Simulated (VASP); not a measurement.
Input of a VASP 6.6.1 run:

The input INCAR:

```
SYSTEM = P
PREC = Accurate ; ENCUT = 520
EDIFF = 1E-7 ; ISMEAR = 0
SIGMA = 0.15 ; LREAL = .False.
LASPH = .True. ; NELM = 100
ALGO = Normal ; ISIF = 2
LWAVE = .False. ; LCHARG = .False.
GGA = PE ; IVDW = 12
NBANDS = 12
```

Contents of KPOINTS:

```
Automatic mesh
0
Gamma
  24 24 24
  0 0 0
```

File POSCAR:

```
P
1.0
    1.5703334775      0.9066324559      3.4768222638
   -1.5703334775      0.9066324559      3.4768222638
    0.0000000000     -1.8132649118      3.4768222638
P
2
Direct
    0.2336660455      0.2336660455      0.2336660455
    0.7663339545      0.7663339545      0.7663339545
```

Potentials or basis: VASP PAW PBE potentials, release 64 (P).

Command:

```sh
$ cat potpaw_PBE.64/P/POTCAR > POTCAR
$ mpirun -np 1 vasp_std > vasp.out
```

Problem. Estimate the dispersion energy per atom.

Solution. -0.474 eV.

Problem. Estimate the band gap on the k mesh.

Solution. Zero (bands 5 and 6 overlap by 3.43 eV).

Problem. What does it give for the pressure?

Solution. 2.5 GPa.

Problem. Estimate the largest force.

Solution. 1.382 eV/Å.

Stress tensor (GPa, compression positive):
```
 10.60   0.00   0.00
  0.00  10.60   0.00
  0.00   0.00 -13.62
```

Caveat: the stress differs along the axes, from -14 to 11 GPa; forces of over 1 eV/Å act on the atoms, so gaps and moduli don't describe the material at rest.
